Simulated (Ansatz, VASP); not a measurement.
ScW3: VASP beside Ansatz

Contents of INCAR:

```
SYSTEM = ScW3
PREC = Accurate ; ENCUT = 520
EDIFF = 1E-6 ; ISMEAR = 0
SIGMA = 0.1 ; LREAL = .False.
LASPH = .True. ; NELM = 60
ALGO = Normal ; ISIF = 2
LWAVE = .False. ; LCHARG = .False.
GGA = PE ; NBANDS = 34
```

File KPOINTS:

```
regular mesh
0
Gamma
  4 4 4
  0 0 0
```

File POSCAR:

```
ScW3
1.0
    4.2772666300      0.0000000000      0.0000000000
    0.0000000000      4.2772666300      0.0000000000
    0.0000000000      0.0000000000      4.2772666300
Sc W
1 3
Direct
    0.0000000000      0.0000000000      0.0000000000
    0.0000000000      0.5000000000      0.5000000000
    0.5000000000      0.5000000000      0.0000000000
    0.5000000000      0.0000000000      0.5000000000
```

Input for Ansatz:

```yaml
crystal:
  lattice:
    - [4.27726663, 0.0, 0.0]
    - [0.0, 4.27726663, 0.0]
    - [0.0, 0.0, 4.27726663]
  atoms:
    - { symbol: Sc, position: [0.0, 0.0, 0.0] }
    - { symbol: W, position: [0.0, 0.5, 0.5] }
    - { symbol: W, position: [0.5, 0.5, 0.0] }
    - { symbol: W, position: [0.5, 0.0, 0.5] }
basis:
  ecutwfc: 420
kpoints:
  mp_grid: { grid: [4, 4, 4] }
hamiltonian:
  xc: pbe
scf:
  occupations: { method: gaussian, width: 0.1 }
  lower_state_search: "off"
output:
  forces: true
  stress: true
  eigenvalues: true
```

Change from the starting cell: species swapped into the Pr3In type (Pm-3m, No. 221).

Alike in both runs: task single point; functional PBE; k mesh 4 × 4 × 4; occupations gaussian, width 0.1 eV; no spin polarisation.

|  | VASP | Ansatz |
| --- | --- | --- |
| version | VASP 6.6.1 | Ansatz 0.2.0 |
| potentials or method | VASP PAW PBE potentials, release 64 (Sc_sv, W_sv), cutoff 520 eV | scalar-relativistic, plane waves, PAW |
| valence electrons in the cell | 53 | 53 |

|  | VASP | Ansatz | Ansatz less VASP |
| --- | --- | --- | --- |
| gap on the k mesh at the Fermi level (eV) | none | none | - |
| pressure (GPa) | -19.2 | -19.4 | -0.12 |

A gap of «none» marks a metal or a gap that the smearing closes. With one functional, cell and mesh, what is left measures potentials, basis and numerics.

The k mesh is coarse, so the values compare programs but aren't converged. Spin-orbit coupling is off throughout.
